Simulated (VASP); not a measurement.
# TiPt3 (Pm-3m) in VASP: a series of runs

The runs below take TiPt3 through single point, with r2SCAN.

Program: VASP 6.6.1. These are calculated values, not measurements. Logs are shortened: lines on timing, memory, paths and dates and some standing lists are left out, and cuts for length are marked.

**1. The cell of the first run**

Symmetry: Pm-3m, No. 221, cubic system. The conventional cell has a = 3.947 Å, b = 3.947 Å, c = 3.947 Å, α = 90.00°, β = 90.00°, γ = 90.00°. Ti (site symmetry m-3m) has 12 Pt at 2.79 Å within 3.7 Å. Within 3.7 Å of Pt (site symmetry 4/mmm) lie 4 Ti at 2.79 Å and 8 Pt at 2.79 Å.

**2. Single point, r2SCAN**

Input file POSCAR:

```
TiPt3
1.0
    3.9467684100      0.0000000000      0.0000000000
    0.0000000000      3.9467684100      0.0000000000
    0.0000000000      0.0000000000      3.9467684100
Ti Pt
1 3
Direct
    0.0000000000      0.0000000000      0.0000000000
    0.0000000000      0.5000000000      0.5000000000
    0.5000000000      0.0000000000      0.5000000000
    0.5000000000      0.5000000000      0.0000000000
```

Input file INCAR.step1:

```
  PREC = Accurate
  ENCUT = 520
  ISMEAR = -1
  SIGMA = 0.1
  LREAL = F
  LASPH = T
  NELM = 100
  NBANDS = 29
  GGA = PE
  ALGO = Normal
  EDIFF = 1E-4
  LWAVE = T
  LCHARG = F
```

Input file INCAR.step2:

```
  PREC = Accurate
  ENCUT = 520
  EDIFF = 1E-7
  ISMEAR = -1
  SIGMA = 0.1
  LREAL = F
  LASPH = T
  NELM = 100
  ALGO = Normal
  ISIF = 2
  LWAVE = F
  LCHARG = T
  METAGGA = R2SCAN
  LMIXTAU = T
  LELF = T
  LVHAR = T
  NBANDS = 29
  ISTART = 1
```

Input file KPOINTS:

```
Automatic mesh
0
Gamma
  9 9 9
```

Potentials or basis: VASP PAW PBE potentials, release 64 (Ti_sv, Pt).

Launch:

```sh
> cat potpaw_PBE.64/Ti_sv/POTCAR potpaw_PBE.64/Pt/POTCAR > POTCAR
> cp INCAR.step1 INCAR
> mpirun -np 1 vasp_std > vasp.out
> cp INCAR.step2 INCAR
> mpirun -np 1 vasp_std > vasp.out
```

OUTCAR:

```text
PREC = Accurate
   ENCUT = 520
   EDIFF = 1E-7
   ISMEAR = -1
   LREAL = F
   LASPH = T
   NELM = 100
   ISIF = 2
   METAGGA = R2SCAN
   ISTART = 1

 ion  position               nearest neighbor table
   1  0.000  0.000  0.000-   2 2.79   3 2.79   4 2.79   2 2.79   3 2.79   2 2.79   4 2.79   2 2.79
                             3 2.79   4 2.79   3 2.79   4 2.79
   2  0.000  0.500  0.500-   1 2.79   3 2.79   4 2.79   1 2.79   4 2.79   1 2.79   3 2.79   1 2.79
                             3 2.79   4 2.79   4 2.79   3 2.79
   3  0.500  0.000  0.500-   1 2.79   2 2.79   4 2.79   1 2.79   4 2.79   2 2.79   4 2.79   4 2.79
                             1 2.79   2 2.79   1 2.79   2 2.79
   4  0.500  0.500  0.000-   1 2.79   2 2.79   3 2.79   2 2.79   3 2.79   1 2.79   3 2.79   3 2.79
                             1 2.79   2 2.79   2 2.79   1 2.79

  LATTYP: Found a simple cubic cell.
 ALAT       =     3.9467684100

  Lattice vectors:

 A1 = (   3.9467684100,   0.0000000000,   0.0000000000)
 A2 = (   0.0000000000,   3.9467684100,   0.0000000000)
 A3 = (   0.0000000000,   0.0000000000,   3.9467684100)

Analysis of symmetry for initial positions (statically):
=====================================================================
 Subroutine PRICEL returns:
 Original cell was already a primitive cell.

 Routine SETGRP: Setting up the symmetry group for a
 simple cubic supercell.

 Subroutine GETGRP returns: Found 48 space group operations
 (whereof 48 operations were pure point group operations)
 out of a pool of 48 trial point group operations.

The static configuration has the point symmetry O_h .

Analysis of symmetry for dynamics (positions and initial velocities):
=====================================================================
 Subroutine PRICEL returns:
 Original cell was already a primitive cell.

 Routine SETGRP: Setting up the symmetry group for a
 simple cubic supercell.

 Subroutine GETGRP returns: Found 48 space group operations
 (whereof 48 operations were pure point group operations)
 out of a pool of 48 trial point group operations.

The dynamic configuration has the point symmetry O_h .

 Subroutine INISYM returns: Found 48 space group operations
 (whereof 48 operations are pure point group operations),
 and found     1 'primitive' translations

----------------------------------------------------------------------------------------

                                     Primitive cell

  volume of cell :      61.4787

  direct lattice vectors                    reciprocal lattice vectors
     3.946768410  0.000000000  0.000000000     0.253371847  0.000000000  0.000000000
     0.000000000  3.946768410  0.000000000     0.000000000  0.253371847  0.000000000
     0.000000000  0.000000000  3.946768410     0.000000000  0.000000000  0.253371847

  length of vectors
     3.946768410  3.946768410  3.946768410     0.253371847  0.253371847  0.253371847

  position of ions in fractional coordinates (direct lattice)
     0.000000000  0.000000000  0.000000000
     0.000000000  0.500000000  0.500000000
     0.500000000  0.000000000  0.500000000
     0.500000000  0.500000000  0.000000000

  ion indices of the primitive-cell ions
   primitive index   ion index
                 1           1
                 2           2
                 3           3
                 4           4

----------------------------------------------------------------------------------------

 KPOINTS: Automatic mesh

Automatic generation of k-mesh.
 Grid dimensions read from file:
 generate k-points for:    9    9    9

 Generating k-lattice:

  Cartesian coordinates                     Fractional coordinates (reciprocal lattice)
     0.028152427  0.000000000  0.000000000     0.111111111  0.000000000  0.000000000
     0.000000000  0.028152427  0.000000000     0.000000000  0.111111111  0.000000000
     0.000000000  0.000000000  0.028152427     0.000000000  0.000000000  0.111111111

  Length of vectors
     0.028152427  0.028152427  0.028152427

  Shift w.r.t. Gamma in fractional coordinates (k-lattice)
     0.000000000  0.000000000  0.000000000

 Subroutine IBZKPT returns following result:
 ===========================================

 Found     35 irreducible k-points:

 Following reciprocal coordinates:
            Coordinates               Weight
  0.000000  0.000000  0.000000      1.000000
  0.111111  0.000000  0.000000      6.000000
  0.222222  0.000000  0.000000      6.000000
  0.333333  0.000000  0.000000      6.000000
  0.444444  0.000000  0.000000      6.000000
  0.111111  0.111111  0.000000     12.000000
[... 16 lines left out ...]
  0.333333  0.333333  0.111111     24.000000
  0.444444  0.333333  0.111111     48.000000
 [... further k-points ...]
   k-points           NKPTS =     35   k-points in BZ     NKDIM =     35   number of bands    NBANDS=     29
   number of dos      NEDOS =    301   number of ions     NIONS =      4
   total plane-waves  NPLWV =  27000
   dimension x,y,z NGX =    30 NGY =   30 NGZ =   30
   dimension x,y,z NGXF=    60 NGYF=   60 NGZF=   60
   ions per type =               1   3
   NGX,Y,Z   is equivalent  to a cutoff of  12.64, 12.64, 12.64 a.u.
   NGXF,Y,Z  is equivalent  to a cutoff of  25.27, 25.27, 25.27 a.u.
 SYSTEM =  unknown system
   PREC   = accura    normal or accurate (medium, high low for compatibility)
   ISTART =      1    job   : 0-new  1-cont  2-samecut
   ICHARG =      0    charge: 1-file 2-atom 10-const
   ISPIN  =      1    spin polarized calculation?
   LNONCOLLINEAR =      F non collinear calculations
   LSORBIT =      F    spin-orbit coupling
   LASPH  =      T    aspherical Exc in radial PAW
   ENCUT  =  520.0 eV  38.22 Ry    6.18 a.u.   7.34  7.34  7.34*2*pi/ulx,y,z
   NELM   =    100;   NELMIN=  2; NELMDL=  0     # of ELM steps
   EDIFF  = 0.1E-06   stopping-criterion for ELM
   LREAL  =      F    real-space projection
   EDIFFG = 0.1E-05   stopping-criterion for IOM
   NSW    =      0    number of steps for IOM
   IBRION =     -1    ionic relax: 0-MD 1-quasi-New 2-CG
   NFREE  =      0    steps in history (QN), initial steepest desc. (CG)
   ISIF   =      2    stress and relaxation
   ISYM   =      2    0-nonsym 1-usesym 2-fastsym
   POTIM  = 0.5000    time-step for ionic-motion
   TEBEG  =    0.0;   TEEND  =   0.0 temperature during run
   PSTRESS=    0.0 pullay stress
   NELECT =      42.0000    total number of electrons
   NUPDOWN=      -1.0000    fix difference up-down
   EMIN   =  10.00;   EMAX   =-10.00  energy-range for DOS
   EFERMI =   0.00;   METHOD = LEGACY
   ISMEAR =    -1;   SIGMA  =   0.10  broadening in eV -4-tet -1-fermi 0-gaus
   EFERMI_NEDOS =   21; number of points for ismear=-14 and -15
   IALGO  =     38    algorithm
   IMIX   =      4    mixing-type and parameters
     AMIX     =   0.40;   BMIX     =  1.00
     AMIX_MAG =   1.60;   BMIX_MAG =  1.00
  volume/ion in A,a.u.               =      15.37       103.72
  Fermi-wavevector in a.u.,A,eV,Ry     =   1.441837  2.724678 28.285085  2.078895
  Thomas-Fermi vector in A             =   2.560425
   LORBIT       =      0    0 simple, 1 ext, 2 COOP (PROOUT), +10 PAW based schemes
   METAGGA = R2SCAN    functional components
   LHFCALC =     F    Hartree Fock is set to
   AEXX    =    0.0000 exact exchange contribution
   IVDW    =     0    specifies the selected vdW correction
   LEPSILON=     F    determine dielectric tensor
   LRPA    =     F    only Hartree local field effects (RPA)
 non-spin polarized calculation
  energy-cutoff  :      520.00
  volume of cell :       61.48
 maximum number of plane-waves:      1675
 NGX is ok and might be reduce to    30
   NGX = 15   NGY = 15   NGZ = 15

 number of electron      42.0000003 magnetization

 Free energy of the ion-electron system (eV)
  ---------------------------------------------------
  ext. energy  EPLUGINS =         0.00000000
  ---------------------------------------------------
  free energy    TOTEN  =      -171.15503931 eV

  energy without entropy =     -171.09988479  energy(sigma->0) =     -171.12746205

 E-fermi :  11.0448     XC(G=0): -14.1835

 val. band max:       10.9608607719   @ k =   0.4444   0.0000   0.0000
 cond. band min:      11.0658941580   @ k =   0.1111   0.1111   0.1111
 fundamental gap:      0.1050333861
 Fermi energy:        11.0447725121

 k-point     1 :       0.0000    0.0000    0.0000
  band No.  band energies     occupation
      1     -49.6247      2.00000
      2     -24.7864      2.00000
      3     -24.7864      2.00000
      4     -24.7864      2.00000
      5       0.8122      2.00000
      6       3.7684      2.00000
[... 21 lines left out ...]
     28      13.0539      0.00000
     29      19.4477      0.00000

 k-point     2 :       0.1111    0.0000    0.0000
  band No.  band energies     occupation
      1     -49.6246      2.00000
      2     -24.7892      2.00000
      3     -24.7868      2.00000
      4     -24.7868      2.00000
      5       0.9771      2.00000
      6       3.8704      2.00000
[... 21 lines left out ...]
     28      14.0222      0.00000
     29      19.1968      0.00000

 k-point     3 :       0.2222    0.0000    0.0000
  band No.  band energies     occupation
      1     -49.6241      2.00000
      2     -24.7962      2.00000
      3     -24.7879      2.00000
      4     -24.7879      2.00000
      5       1.4547      2.00000
      6       4.1419      2.00000
[... 21 lines left out ...]
     28      15.4765      0.00000
     29      18.6651      0.00000

 k-point     4 :       0.3333    0.0000    0.0000
  band No.  band energies     occupation
      1     -49.6236      2.00000
      2     -24.8043      2.00000
      3     -24.7891      2.00000
      4     -24.7891      2.00000
      5       2.1778      2.00000
      6       4.3254      2.00000
[... 21 lines left out ...]
     28      17.0069      0.00000
     29      18.1983      0.00000

 k-point     5 :       0.4444    0.0000    0.0000
  band No.  band energies     occupation
      1     -49.6233      2.00000
      2     -24.8095      2.00000
      3     -24.7899      2.00000
      4     -24.7899      2.00000
      5       2.9231      2.00000
      6       4.2326      2.00000
[... 21 lines left out ...]
     28      18.4704      0.00000
     29      18.4704      0.00000
[... 510 lines left out ...]
     28      17.0352      0.00000
     29      17.2222      0.00000

 k-point    22 :       0.4444    0.2222    0.1111
  band No.  band energies     occupation
      1     -49.6230      2.00000
      2     -24.8064      2.00000
      3     -24.7961      2.00000
      4     -24.7918      2.00000
      5       3.4572      2.00000
      6       4.5127      2.00000
[... 21 lines left out ...]
     28      16.5775      0.00000
     29      17.8689      0.00000

 k-point    23 :       0.3333    0.3333    0.1111
  band No.  band energies     occupation
      1     -49.6230      2.00000
      2     -24.8030      2.00000
      3     -24.7991      2.00000
      4     -24.7923      2.00000
      5       3.3017      2.00000
      6       4.9039      2.00000
[... 21 lines left out ...]
     28      16.0390      0.00000
     29      17.9180      0.00000

 k-point    24 :       0.4444    0.3333    0.1111
  band No.  band energies     occupation
      1     -49.6228      2.00000
      2     -24.8044      2.00000
      3     -24.8002      2.00000
      4     -24.7928      2.00000
      5       3.8703      2.00000
      6       4.6225      2.00000
[... 21 lines left out ...]
     28      15.2403      0.00000
     29      18.6945      0.00000

 [... further k-points ...]
[... 5 lines left out ...]
  --------------------------------------------------------------------------------------
  -------------------------------------------------------------------------------------
  Total       -1.5978059     -1.5978059     -1.5978059     -0.0000000     -0.0000000      0.0000000
  in kB      -41.6398988    -41.6398988    -41.6398988     -0.0000000     -0.0000000      0.0000000
  external PRESSURE =     -41.6398988 kB  Pullay stress =       0.0000000 kB

 VOLUME and BASIS-vectors are now :
 -----------------------------------------------------------------------------
  energy-cutoff  :      520.00
  volume of cell :       61.48
      direct lattice vectors                 reciprocal lattice vectors
     3.946768410  0.000000000  0.000000000     0.253371847  0.000000000  0.000000000
     0.000000000  3.946768410  0.000000000     0.000000000  0.253371847  0.000000000
     0.000000000  0.000000000  3.946768410     0.000000000  0.000000000  0.253371847

 POSITION                                       TOTAL-FORCE (eV/Angst)
 -----------------------------------------------------------------------------------
      0.00000      0.00000      0.00000         0.000000      0.000000      0.000000
      0.00000      1.97338      1.97338         0.000000      0.000000      0.000000
      1.97338      0.00000      1.97338         0.000000      0.000000      0.000000
      1.97338      1.97338      0.00000         0.000000      0.000000      0.000000
 -----------------------------------------------------------------------------------
    total drift:                                0.000000      0.000000     -0.000000

  FREE ENERGIE OF THE ION-ELECTRON SYSTEM (eV)
  ---------------------------------------------------
  free  energy   TOTEN  =      -171.1550393088 eV

  energy  without entropy=     -171.0998847877  energy(sigma->0) =     -171.12746205
```

Run time: 3.6 min. Hardware: 1 thread of Intel Xeon Platinum 8488C (Sapphire Rapids), shared host; peak memory 0.2 GiB.

Results:

* Free energy: -171.1550 eV
* Pressure: -4.2 GPa
* Band gap on the k mesh: zero (band 21 reaches 12.50 eV, above the bottom of band 22 at 10.96 eV)

Caveat: the PAW data sets were made with another functional, which shifts forces and pressure a little; spin-orbit coupling is left out, which moves the levels of the heavy elements.

(Continued in part 2 of 2.)
